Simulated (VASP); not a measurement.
Runs of VASP 6.6.1 on Zr. The structure is that of space group Fd-3m (No. 227), or close to it. The cells are those of the table. 

```tsv
task	cell	k mesh	cutoff (eV)	gap on the mesh (eV)	pressure (GPa)
single point	a = 4.325 Å, angles 60.0°, 2 atoms	10 × 10 × 10	520	none	(a)
single point	a = 4.447 Å, angles 60.0°, 2 atoms	9 × 9 × 9	520	none	0.1
single point	a = 4.261 Å, angles 60.0°, 2 atoms	10 × 10 × 10	520	none	5.5
relaxation of cell and atoms	relaxed from a = 4.463 Å, angles 60.0°, 2 atoms	9 × 9 × 9	600	none	0.0
single point	a = 4.505 Å, angles 60.0°, 2 atoms	10 × 10 × 10	520	none	-1.2
```

Alike in all rows: level PBE; potentials or basis VASP PAW PBE potentials, release 64 (Zr_sv); no spin polarisation; smearing fermi-dirac 0.1 eV.

Question: Fill in the values left out.

Answer: (a) 3.4.

A k mesh can miss the band edges, and the runs leave out spin-orbit coupling on Zr.

A gap of «none» marks levels without a gap at the run's occupations.
